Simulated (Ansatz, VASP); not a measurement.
**One calculation of NaI, two programs**

File INCAR:

```
PREC = Accurate
ENCUT = 520
EDIFF = 1E-6
ISMEAR = 0
SIGMA = 0.01
LREAL = False
LASPH = True
NELM = 80
ALGO = Normal
ISIF = 2
LWAVE = False
LCHARG = False
GGA = PS
NBANDS = 14
```

Contents of KPOINTS:

```
Automatic mesh
0
Gamma
  4 4 4
```

The input POSCAR:

```
NaI
1.0
    0.0000000000      3.2364000000      3.2364000000
    3.2364000000      0.0000000000      3.2364000000
    3.2364000000      3.2364000000      0.0000000000
Na I
1 1
Direct
    0.0029418823      0.0036981177      0.0049318823
    0.5179100000      0.5248900000      0.4300800000
```

Input for Ansatz:

```yaml
crystal:
  lattice:
    - [0.0, 3.2364, 3.2364]
    - [3.2364, 0.0, 3.2364]
    - [3.2364, 3.2364, 0.0]
  atoms:
    - { symbol: Na, position: [0.002941882338400692, 0.0036981176615993087, 0.004931882338400691] }
    - { symbol: I, position: [0.51791, 0.52489, 0.43008] }
basis:
  ecutwfc: 540.0
  xc_grid: 2
kpoints:
  mp_grid:
    grid: [4, 4, 4]
hamiltonian:
  xc: pbesol
scf:
  convergence:
    dr2_threshold: 1.0e-09
  occupations:
    method: fixed
output:
  forces: true
  stress: true
```

Alike in both runs: task single point; functional PBEsol; k mesh 4 × 4 × 4; no spin polarisation.

|  | VASP | Ansatz |
| --- | --- | --- |
| version | VASP 6.6.1 | Ansatz 0.2.0 |
| potentials or method | VASP PAW PBE potentials, release 64 (Na_pv, I), cutoff 520 eV | plane waves, PAW |
| occupations | gaussian, width 0.01 eV | fixed |
| valence electrons in the cell | 14 | 26 |

```tsv
	VASP	Ansatz	Ansatz less VASP
pressure (GPa)	0.0	0.0	-0.04
traceless stress, the component that is largest in VASP (GPa)	-0.24	-0.24	+0.003
rms of the force components (eV/Å)	0.143	0.141	-0.0023
```

VASP's potentials were made for PBE, not for PBEsol. Atom by atom the forces differ by 0.002 eV/Å (rms over components). VASP's potentials hold 14 valence electrons a cell and Ansatz's 26, so a difference there can come from the potentials and not from the codes. Ansatz's warnings: stress scf threshold loose.

The k mesh is coarse, so the values compare programs but aren't converged. Neither program's run includes spin-orbit coupling.
